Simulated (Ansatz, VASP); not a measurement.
# Two plane-wave programs on ZnCu

POSCAR

```
ZnCu
1.0
    1.4880400000     -2.1212800000      0.0000000000
    1.4880400000      2.1212800000      0.0000000000
    0.0000000000      0.0000000000      4.1407500000
Zn Cu
1 1
Direct
    0.5000000000      0.5000000000      0.4939624464
    0.0000000000      0.0000000000      0.0000000000
```

Contents of INCAR.step1:

```
SYSTEM = ZnCu
ALGO = Normal
EDIFF = 1E-4
ENCUT = 520
GGA = PE
ISMEAR = -1
LASPH = .TRUE.
LCHARG = .FALSE.
LREAL = .FALSE.
LWAVE = .TRUE.
NBANDS = 18
NELM = 80
PREC = Accurate
SIGMA = 0.1
```

The input INCAR.step2:

```
SYSTEM = ZnCu
ALGO = Normal
EDIFF = 1E-6
ENCUT = 520
ISIF = 2
ISMEAR = -1
ISTART = 1
LASPH = .TRUE.
LCHARG = .FALSE.
LMIXTAU = .TRUE.
LREAL = .FALSE.
LWAVE = .FALSE.
METAGGA = R2SCAN
NBANDS = 18
NELM = 80
PREC = Accurate
SIGMA = 0.1
```

Contents of KPOINTS:

```
k-points
0
G
  11 11 7
  0 0 0
```

Input for Ansatz:

```yaml
crystal:
  lattice:
    - [1.48804, -2.12128, 0.0]
    - [1.48804, 2.12128, 0.0]
    - [0.0, 0.0, 4.14075]
  atoms:
    - { symbol: Zn, position: [0.5, 0.5, 0.49396244641671194] }
    - { symbol: Cu, position: [0.0, 0.0, 0.0] }
kpoints:
  mp_grid:
    grid: [11, 11, 7]
hamiltonian:
  xc: r2scan
  pseudopotentials:
    kind: paw
scf:
  occupations:
    method: fermi_dirac
    width: 0.1
output:
  forces: true
```

Alike in both runs: task single point; functional r2SCAN; k mesh 11 × 11 × 7; occupations fermi-dirac, width 0.1 eV; no spin polarisation.

|  | VASP | Ansatz |
| --- | --- | --- |
| version | VASP 6.6.1 | Ansatz 0.2.0 |
| potentials or method | VASP PAW PBE potentials, release 64 (Zn, Cu) | plane waves, PAW |
| plane-wave cutoff (eV) | 520 | 500 |
| valence electrons in the cell | 23 | 31 |

Ansatz gave:

```
rms of the force components (eV/Å) : 0.077
```

Task: What did VASP give for the same quantities?

Result: rms of the force components (eV/Å): 0.081.

VASP's potentials were made for PBE, not for r2SCAN. Atom by atom the forces differ by 0.004 eV/Å (rms over components). VASP's potentials hold 23 valence electrons a cell and Ansatz's 31, so a difference there can come from the potentials and not from the codes.
